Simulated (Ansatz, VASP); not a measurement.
# One calculation of Al2Cu, two programs

The input INCAR:

```
PREC = Accurate ; ENCUT = 520
EDIFF = 1E-6 ; ISMEAR = 0
SIGMA = 0.15 ; LREAL = F
LASPH = T ; NELM = 80
ALGO = Fast ; ISIF = 2
LWAVE = F ; LCHARG = F
GGA = PS ; NBANDS = 26
```

The input KPOINTS:

```
regular mesh
0
Gamma
  10 10 10
```

The input POSCAR:

```
Al2Cu
1.0
   -3.1463500000      3.1463500000      2.4862000000
    3.1463500000     -3.1463500000      2.4862000000
    3.1463500000      3.1463500000     -2.4862000000
Al Cu
4 2
Direct
    0.1593210787      0.6593210787      0.8186421574
    0.6593210787      0.8406789213      0.5000000000
    0.8406789213      0.3406789213      0.1813578426
    0.3406789213      0.1593210787      0.5000000000
    0.7500000000      0.7500000000      0.0000000000
    0.2500000000      0.2500000000      0.0000000000
```

Input for Ansatz:

```yaml
crystal:
  lattice:
    - [-3.14635, 3.14635, 2.4862]
    - [3.14635, -3.14635, 2.4862]
    - [3.14635, 3.14635, -2.4862]
  atoms:
    - { symbol: Al, position: [0.1593210787, 0.6593210787, 0.8186421574] }
    - { symbol: Al, position: [0.6593210787, 0.8406789213, 0.5] }
    - { symbol: Al, position: [0.8406789213, 0.3406789213, 0.1813578426] }
    - { symbol: Al, position: [0.3406789213, 0.1593210787, 0.5] }
    - { symbol: Cu, position: [0.75, 0.75, 0.0] }
    - { symbol: Cu, position: [0.25, 0.25, 0.0] }
basis:
  ecutwfc: 520.0
kpoints:
  mp_grid: { grid: [10, 10, 10] }
hamiltonian:
  xc: pbesol
  pseudopotentials: { kind: paw, azcp: { folder: soft_1 } }
scf:
  occupations: { method: gaussian, width: 0.15 }
output:
  forces: true
  stress: true
  eigenvalues: true
  write_density: true
  write_potential: true
  elf: true
  volumetric_format: npy
```

Alike in both runs: task single point; functional PBEsol; k mesh 10 × 10 × 10; occupations gaussian, width 0.15 eV; no spin polarisation.

|  | VASP | Ansatz |
| --- | --- | --- |
| version | VASP 6.6.1 | Ansatz 0.2.0 |
| potentials or method | VASP PAW PBE potentials, release 64 (Al, Cu), cutoff 520 eV | scalar-relativistic, plane waves, PAW |
| valence electrons in the cell | 34 | 50 |

Ansatz gave:

| Quantity | Value |
| --- | --- |
| gap on the k mesh at the Fermi level (eV) | none |
| pressure (GPa) | -10.4 |
| traceless stress, the component that is largest in VASP (GPa) | 1.25 |
| rms of the force components (eV/Å) | 0.016 |

Q: What did VASP give for the same quantities?

A: gap on the k mesh at the Fermi level (eV): none; pressure (GPa): -10.2; traceless stress, the component that is largest in VASP (GPa): 1.28; rms of the force components (eV/Å): 0.014.

VASP's potentials were made for PBE, not for PBEsol, and Ansatz warns of the same on its side. Atom by atom the forces differ by 0.001 eV/Å (rms over components). A gap of «none» marks a metal or a gap that the smearing closes. The functional is the same, so the differences come from potentials, cutoffs and numerics. VASP's potentials hold 34 valence electrons a cell and Ansatz's 50, so a difference there can come from the potentials and not from the codes.
